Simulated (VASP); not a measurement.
# MgO (P-6m2) in VASP: a series of runs

Runs on MgO. Level: LDA. Tasks: single point.

All numbers are computed with VASP 6.6.1; they aren't measurements. Logs are shortened: lines on timing, memory, paths and dates and some standing lists are left out, and cuts for length are marked.

## Step 1: The cell of the first run

Symmetry: P-6m2, No. 187, hexagonal system. Conventional cell: a = 2.938 Å, b = 2.938 Å, c = 2.680 Å, α = 90.00°, β = 90.00°, γ = 120.00°. Mg (site symmetry -6m2) has 6 O at 2.16 Å and 8 Mg at 2.68 to 2.94 Å within 3.0 Å. Within 3.0 Å of O (site symmetry -6m2) lie 6 Mg at 2.16 Å and 8 O at 2.68 to 2.94 Å.

## Step 2: Single point, LDA

INCAR

```
PREC = Accurate
ENCUT = 840
EDIFF = 1E-6
ISMEAR = 0
SIGMA = 0.01
LREAL = False
LASPH = True
NELM = 120
ALGO = Normal
ISIF = 2
LWAVE = False
LCHARG = True
LELF = True
LVHAR = True
NBANDS = 15
GGA_COMPAT = False
```

KPOINTS

```
Automatic mesh
0
Gamma
  7 7 6
```

POSCAR

```
MgO
1.0
    2.9380200000      0.0000000000      0.0000000000
   -1.4690100000      2.5444000000      0.0000000000
    0.0000000000      0.0000000000      2.6796800000
Mg O
1 1
Direct
    0.0000000000      0.0000000000      0.0000000000
    0.3333333333      0.6666666667      0.5000000000
```

Potentials or basis: VASP PAW LDA potentials, release 64 (Mg_sv, O).

The run is started by

```bash
cat potpaw_LDA.64/Mg_sv/POTCAR potpaw_LDA.64/O/POTCAR > POTCAR
mpirun -np 1 vasp_std > vasp.out
```

OUTCAR:

```text
PREC = Accurate
   ENCUT = 840
   EDIFF = 1E-6
   ISMEAR = 0
   LREAL = False
   LASPH = True
   NELM = 120
   ISIF = 2

 ion  position               nearest neighbor table
   1  0.000  0.000  0.000-
   2  0.333  0.667  0.500-

  LATTYP: Found a hexagonal cell.
 ALAT       =     2.9380200000
 C/A-ratio  =     0.9120700336

  Lattice vectors:

 A1 = (   2.9380200000,   0.0000000000,   0.0000000000)
 A2 = (  -1.4690100000,   2.5444000000,   0.0000000000)
 A3 = (   0.0000000000,   0.0000000000,   2.6796800000)

Analysis of symmetry for initial positions (statically):
=====================================================================
 Subroutine PRICEL returns:
 Original cell was already a primitive cell.

 Routine SETGRP: Setting up the symmetry group for a
 hexagonal supercell.

 Subroutine GETGRP returns: Found 12 space group operations
 (whereof 12 operations were pure point group operations)
 out of a pool of 24 trial point group operations.

The static configuration has the point symmetry D_3h.

Analysis of symmetry for dynamics (positions and initial velocities):
=====================================================================
 Subroutine PRICEL returns:
 Original cell was already a primitive cell.

 Routine SETGRP: Setting up the symmetry group for a
 hexagonal supercell.

 Subroutine GETGRP returns: Found 12 space group operations
 (whereof 12 operations were pure point group operations)
 out of a pool of 24 trial point group operations.

The dynamic configuration has the point symmetry D_3h.

 Subroutine INISYM returns: Found 12 space group operations
 (whereof 12 operations are pure point group operations),
 and found     1 'primitive' translations

----------------------------------------------------------------------------------------

                                     Primitive cell

  volume of cell :      20.0319

  direct lattice vectors                    reciprocal lattice vectors
     2.938020000  0.000000000  0.000000000     0.340365280  0.196509983  0.000000000
    -1.469010000  2.544400000  0.000000000     0.000000000  0.393019965  0.000000000
     0.000000000  0.000000000  2.679680000     0.000000000  0.000000000  0.373178887

  length of vectors
     2.938020000  2.938020037  2.679680000     0.393019970  0.393019965  0.373178887

  position of ions in fractional coordinates (direct lattice)
     0.000000000  0.000000000  0.000000000
     0.333333333  0.666666667  0.500000000

  ion indices of the primitive-cell ions
   primitive index   ion index
                 1           1
                 2           2

----------------------------------------------------------------------------------------

 KPOINTS: Automatic mesh

Automatic generation of k-mesh.
 Grid dimensions read from file:
 generate k-points for:    7    7    6

 Generating k-lattice:

  Cartesian coordinates                     Fractional coordinates (reciprocal lattice)
     0.048623611  0.028072855  0.000000000     0.142857143  0.000000000  0.000000000
     0.000000000  0.056145709  0.000000000     0.000000000  0.142857143  0.000000000
     0.000000000  0.000000000  0.062196481     0.000000000  0.000000000  0.166666667

  Length of vectors
     0.056145710  0.056145709  0.062196481

  Shift w.r.t. Gamma in fractional coordinates (k-lattice)
     0.000000000  0.000000000  0.000000000

 Subroutine IBZKPT returns following result:
 ===========================================

 Found     32 irreducible k-points:

 Following reciprocal coordinates:
            Coordinates               Weight
  0.000000  0.000000  0.000000      1.000000
  0.142857 -0.000000  0.000000      6.000000
  0.285714 -0.000000  0.000000      6.000000
  0.428571 -0.000000  0.000000      6.000000
  0.142857  0.142857  0.000000      6.000000
  0.285714  0.142857  0.000000     12.000000
[... 16 lines left out ...]
  0.428571  0.142857  0.333333     12.000000
  0.285714  0.285714  0.333333     12.000000
 [... further k-points ...]
   k-points           NKPTS =     32   k-points in BZ     NKDIM =     32   number of bands    NBANDS=     15
   number of dos      NEDOS =    301   number of ions     NIONS =      2
   total plane-waves  NPLWV =  21952
   dimension x,y,z NGX =    28 NGY =   28 NGZ =   28
   dimension x,y,z NGXF=    56 NGYF=   56 NGZF=   56
   ions per type =               1   1
   NGX,Y,Z   is equivalent  to a cutoff of  15.84, 15.84, 17.37 a.u.
   NGXF,Y,Z  is equivalent  to a cutoff of  31.69, 31.69, 34.74 a.u.
 SYSTEM =  unknown system
   PREC   = accura    normal or accurate (medium, high low for compatibility)
   ISTART =      0    job   : 0-new  1-cont  2-samecut
   ICHARG =      2    charge: 1-file 2-atom 10-const
   ISPIN  =      1    spin polarized calculation?
   LNONCOLLINEAR =      F non collinear calculations
   LSORBIT =      F    spin-orbit coupling
   LASPH  =      T    aspherical Exc in radial PAW
   ENCUT  =  840.0 eV  61.74 Ry    7.86 a.u.   6.94  6.94  6.33*2*pi/ulx,y,z
   NELM   =    120;   NELMIN=  2; NELMDL= -5     # of ELM steps
   EDIFF  = 0.1E-05   stopping-criterion for ELM
   LREAL  =      F    real-space projection
   EDIFFG = 0.1E-04   stopping-criterion for IOM
   NSW    =      0    number of steps for IOM
   IBRION =     -1    ionic relax: 0-MD 1-quasi-New 2-CG
   NFREE  =      0    steps in history (QN), initial steepest desc. (CG)
   ISIF   =      2    stress and relaxation
   ISYM   =      2    0-nonsym 1-usesym 2-fastsym
   POTIM  = 0.5000    time-step for ionic-motion
   TEBEG  =    0.0;   TEEND  =   0.0 temperature during run
   PSTRESS=    0.0 pullay stress
   NELECT =      16.0000    total number of electrons
   NUPDOWN=      -1.0000    fix difference up-down
   EMIN   =  10.00;   EMAX   =-10.00  energy-range for DOS
   EFERMI =   0.00;   METHOD = LEGACY
   ISMEAR =     0;   SIGMA  =   0.01  broadening in eV -4-tet -1-fermi 0-gaus
   EFERMI_NEDOS =   21; number of points for ismear=-14 and -15
   IALGO  =     38    algorithm
   IMIX   =      4    mixing-type and parameters
     AMIX     =   0.40;   BMIX     =  1.00
     AMIX_MAG =   1.60;   BMIX_MAG =  1.00
  volume/ion in A,a.u.               =      10.02        67.59
  Fermi-wavevector in a.u.,A,eV,Ry     =   1.518939  2.870379 31.391051  2.307177
  Thomas-Fermi vector in A             =   2.627993
   LORBIT       =      0    0 simple, 1 ext, 2 COOP (PROOUT), +10 PAW based schemes
   GGA     = CA    functional components
   LHFCALC =     F    Hartree Fock is set to
   AEXX    =    0.0000 exact exchange contribution
   IVDW    =     0    specifies the selected vdW correction
   LEPSILON=     F    determine dielectric tensor
   LRPA    =     F    only Hartree local field effects (RPA)
 non-spin polarized calculation
 Gauss-broadening in eV      SIGMA  =   0.01
  energy-cutoff  :      840.00
  volume of cell :       20.03
 maximum number of plane-waves:      1135
 NGX is ok and might be reduce to    28
   NGX = 13   NGY = 13   NGZ = 13

 number of electron      16.0000010 magnetization

 Free energy of the ion-electron system (eV)
  ---------------------------------------------------
  ext. energy  EPLUGINS =         0.00000000
  ---------------------------------------------------
  free energy    TOTEN  =       -12.49803234 eV

  energy without entropy =      -12.49803234  energy(sigma->0) =      -12.49803234

 E-fermi :   2.8109     XC(G=0): -11.5493

 val. band max:        2.6952227285   @ k =   0.2857   0.2857   0.0000
 cond. band min:       5.6688460030   @ k =   0.0000   0.0000   0.0000
 fundamental gap:      2.9736232745
 Fermi energy:         2.8109353586

 k-point     1 :       0.0000    0.0000    0.0000
  band No.  band energies     occupation
      1     -69.6686      2.00000
      2     -37.1424      2.00000
      3     -37.1424      2.00000
      4     -37.0861      2.00000
      5     -14.4377      2.00000
      6       2.1053      2.00000
      7       2.1054      2.00000
      8       2.3062      2.00000
      9       5.6688      0.00000
     10      14.3432      0.00000
     11      18.0164      0.00000
     12      18.0164      0.00000
     13      22.3738      0.00000
     14      23.2964      0.00000
     15      24.8798      0.00000

 k-point     2 :       0.1429   -0.0000    0.0000
  band No.  band energies     occupation
      1     -69.6670      2.00000
      2     -37.1563      2.00000
      3     -37.1456      2.00000
      4     -37.0845      2.00000
      5     -14.2529      2.00000
      6       0.9122      2.00000
      7       1.9584      2.00000
      8       2.3697      2.00000
      9       6.7784      0.00000
     10      14.2607      0.00000
     11      16.6144      0.00000
     12      18.5134      0.00000
     13      22.9636      0.00000
     14      23.5715      0.00000
     15      25.2468      0.00000

 k-point     3 :       0.2857   -0.0000    0.0000
  band No.  band energies     occupation
      1     -69.6638      2.00000
      2     -37.1878      2.00000
      3     -37.1527      2.00000
      4     -37.0808      2.00000
      5     -13.8028      2.00000
      6      -0.8918      2.00000
      7       1.6494      2.00000
      8       2.5177      2.00000
      9       8.3467      0.00000
     10      13.2334      0.00000
     11      16.2828      0.00000
     12      19.5115      0.00000
     13      22.1417      0.00000
     14      23.2681      0.00000
     15      26.7033      0.00000
[... 343 lines left out ...]
 k-point    23 :       0.4286    0.1429    0.3333
  band No.  band energies     occupation
      1     -69.6520      2.00000
      2     -37.1976      2.00000
      3     -37.1619      2.00000
      4     -37.1577      2.00000
      5     -12.7405      2.00000
      6      -0.9427      2.00000
      7      -0.1837      2.00000
      8       1.1916      2.00000
      9       9.2890      0.00000
     10      13.3641      0.00000
     11      16.5626      0.00000
     12      17.4633      0.00000
     13      18.3025      0.00000
     14      24.6260      0.00000
     15      25.0509      0.00000

 k-point    24 :       0.2857    0.2857    0.3333
  band No.  band energies     occupation
      1     -69.6516      2.00000
      2     -37.1886      2.00000
      3     -37.1702      2.00000
      4     -37.1612      2.00000
      5     -12.7044      2.00000
      6      -0.5276      2.00000
      7      -0.0984      2.00000
      8       0.4050      2.00000
      9       9.5224      0.00000
     10      13.6901      0.00000
     11      16.2238      0.00000
     12      17.3059      0.00000
     13      18.1386      0.00000
     14      23.9119      0.00000
     15      27.8922      0.00000

 [... further k-points ...]

------------------------ aborting loop because EDIFF is reached ----------------------------------------

  FORCE on cell =-STRESS in cart. coord.  units (eV):
  Direction    XX          YY          ZZ          XY          YZ          ZX
  --------------------------------------------------------------------------------------
  -------------------------------------------------------------------------------------
  Total       -1.0840531     -1.0840531     -1.2204225      0.0000000      0.0000000      0.0000000
  in kB      -86.7037851    -86.7037880    -97.6107642      0.0000000      0.0000000      0.0000000
  external PRESSURE =     -90.3394458 kB  Pullay stress =       0.0000000 kB

 VOLUME and BASIS-vectors are now :
 -----------------------------------------------------------------------------
  energy-cutoff  :      840.00
  volume of cell :       20.03
      direct lattice vectors                 reciprocal lattice vectors
     2.938020000  0.000000000  0.000000000     0.340365280  0.196509983  0.000000000
    -1.469010000  2.544400000  0.000000000     0.000000000  0.393019965  0.000000000
     0.000000000  0.000000000  2.679680000     0.000000000  0.000000000  0.373178887

 POSITION                                       TOTAL-FORCE (eV/Angst)
 -----------------------------------------------------------------------------------
      0.00000      0.00000      0.00000        -0.000000      0.000000      0.000000
     -0.00000      1.69627      1.33984         0.000000      0.000000      0.000000
 -----------------------------------------------------------------------------------
    total drift:                               -0.000000     -0.000001     -0.000000

  FREE ENERGIE OF THE ION-ELECTRON SYSTEM (eV)
  ---------------------------------------------------
  free  energy   TOTEN  =       -12.4980323407 eV

  energy  without entropy=      -12.4980323407  energy(sigma->0) =      -12.49803234
```

Run time: 6.5 s. Hardware: 1 thread of Intel Xeon 6975P-C (Granite Rapids), shared host; peak memory 0.14 GiB.

Results:

```yaml
Free_energy: -12.4980 eV
Pressure: -9.0 GPa
Band_gap_on_the_k_mesh: 2.97 eV (least direct gap 3.36 eV)
```

Levels at points of the mesh, in eV from the valence-band top:
```
           k point  band 5  band 6  band 7  band 8  band 9  band 10  band 11  band 12
(0.00, 0.00, 0.00)  -17.13   -0.59   -0.59   -0.39    2.97    11.65    15.32    15.32
(0.00, 0.00, 0.50)  -15.98   -5.40   -0.08   -0.08    8.17     8.89    17.32    17.32
```

Caveat: the cell stands under tension. A k mesh can miss the band edges.

(Part 1 of 2 ends here.)
